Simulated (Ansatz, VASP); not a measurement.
# Ba2CaBe2 in VASP and in Ansatz

```
CELL_PARAMETERS angstrom
4.62801 0.00000 0.00000
0.00000 4.62801 0.00000
0.00000 0.00000 11.42036
ATOMIC_POSITIONS crystal
Ba 0.25000 0.25000 0.36800
Ba 0.75000 0.75000 0.63200
Ba 0.75000 0.25000 0.00000
Ba 0.25000 0.75000 0.00000
Ca 0.25000 0.25000 0.74900
Ca 0.75000 0.75000 0.25100
Be 0.25000 0.25000 0.10800
Be 0.75000 0.75000 0.89200
Be 0.75000 0.25000 0.50000
Be 0.25000 0.75000 0.50000
```

Alike in both runs: task single point; functional revPBE; k mesh 4 × 4 × 2; occupations gaussian, width 0.013 eV; no spin polarisation.

|  | VASP | Ansatz |
| --- | --- | --- |
| version | VASP 6.6.1 | Ansatz 0.2.0 |
| potentials or method | VASP PAW PBE potentials, release 64 (Ba_sv, Ca_sv, Be), cutoff 520 eV | PAW plane waves |
| valence electrons in the cell | 68 | 68 |

```csv
,VASP,Ansatz,Ansatz less VASP
gap on the k mesh at the Fermi level (eV),none,none,-
pressure (GPa),15.4,14.6,-0.81
rms of the force components (eV/Å),0.800,0.787,-0.0127
```

VASP's potentials were made for PBE, not for revPBE. A gap of «none» marks a metal or a gap that the smearing closes. With one functional, cell and mesh, what is left measures potentials, basis and numerics.

Spin-orbit coupling is off throughout.
